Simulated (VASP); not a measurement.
Wanted: the native input for a VASP 6.6.1 run.

- Task: single point
- Functional: r2SCAN
- Potentials or basis: VASP PAW PBE potentials, release 64 (B, N)
- Cutoff: 520 eV
- k mesh: 12 × 12 × 12
- Occupations: gaussian, width 0.02 eV
- Spin: no spin polarisation
- Dipole correction: no
- Further INCAR settings: ALGO = Normal; EDIFF = 1e-06; NBANDS = 11

The system is BN.

```
B N
1.0
     0.00000    1.80481    1.80481
     1.80481    0.00000    1.80481
     1.80481    1.80481    0.00000
B N
1 1
Direct
  0.00000 0.00000 0.00000
  0.75000 0.75000 0.75000
```

The input as run:

POSCAR

```
BN
1.0
    0.0000000000      1.8048137541      1.8048137541
    1.8048137541      0.0000000000      1.8048137541
    1.8048137541      1.8048137541      0.0000000000
B N
1 1
Direct
    0.0000000000      0.0000000000      0.0000000000
    0.7500000000      0.7500000000      0.7500000000
```

INCAR.step1

```
  PREC = Accurate
  ENCUT = 520
  ISMEAR = 0
  SIGMA = 0.02
  LREAL = F
  LASPH = T
  NELM = 80
  NBANDS = 11
  GGA = PE
  ALGO = Normal
  EDIFF = 1E-4
  LWAVE = T
  LCHARG = F
```

INCAR.step2

```
  PREC = Accurate
  ENCUT = 520
  EDIFF = 1E-6
  ISMEAR = 0
  SIGMA = 0.02
  LREAL = F
  LASPH = T
  NELM = 80
  ALGO = Normal
  ISIF = 2
  LWAVE = F
  LCHARG = F
  METAGGA = R2SCAN
  LMIXTAU = T
  NBANDS = 11
  ISTART = 1
```

KPOINTS

```
regular mesh
0
Gamma
  12 12 12
```

Potentials or basis: VASP PAW PBE potentials, release 64 (B, N).

Launch:

```bash
$ cat potpaw_PBE.64/B/POTCAR potpaw_PBE.64/N/POTCAR > POTCAR
$ cp INCAR.step1 INCAR
$ mpirun -np 1 vasp_std > vasp.out
$ cp INCAR.step2 INCAR
$ mpirun -np 1 vasp_std > vasp.out
```

It gave:

* Pressure: 1.2 GPa
* Band gap on the k mesh: 4.98 eV, indirect (least direct gap 9.55 eV)

Caveat: the PAW data sets were made with another functional, which shifts forces and pressure a little.

It took 33 s on 1 thread of AMD EPYC 7R13 Processor (Zen 3), with other jobs on the host, peak memory 0.09 GiB.
